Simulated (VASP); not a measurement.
A run of VASP 6.6.1 is set up as follows.

INCAR

```
SYSTEM = Ir
ALGO = Normal
EDIFF = 1E-6
ENCUT = 500
GGA = PE
GGA_COMPAT = .FALSE.
ISIF = 2
ISMEAR = 1
LASPH = .TRUE.
LCHARG = .TRUE.
LELF = .TRUE.
LREAL = .FALSE.
LVHAR = .TRUE.
LWAVE = .FALSE.
NBANDS = 16
NELM = 120
PREC = Accurate
SIGMA = 0.0047
```

The input KPOINTS:

```
k-points
0
G
  6 6 4
  0 0 0
```

Contents of POSCAR:

```
Ir
1.0
    2.7513778946      0.0000000000      0.0000000000
   -1.3756889473      2.3827631521      0.0000000000
    0.0000000000      0.0000000000      4.4622900000
Ir
2
Direct
    0.6666666667      0.3333333333      0.7500000000
    0.3333333333      0.6666666667      0.2500000000
```

Potentials or basis: VASP PAW PBE potentials, release 64 (Ir).

Launch:

```console
$ cat potpaw_PBE.64/Ir/POTCAR > POTCAR
$ mpirun -np 1 vasp_std > vasp.out
```

**Question.** What does it give for the band gap on the k mesh?

**Answer.** Zero (band 9 reaches 10.88 eV, above the bottom of band 10 at 7.73 eV).

**Question.** Predict the pressure.

**Answer.** -1.2 GPa.

Stress tensor (GPa, compression positive):
```
 0.60  0.00  0.00
 0.00  0.60  0.00
 0.00  0.00 -4.69
```

Caveat: the k points lie up to 0.44 Å⁻¹ apart; spin-orbit coupling is left out, which moves the levels of the heavy elements.
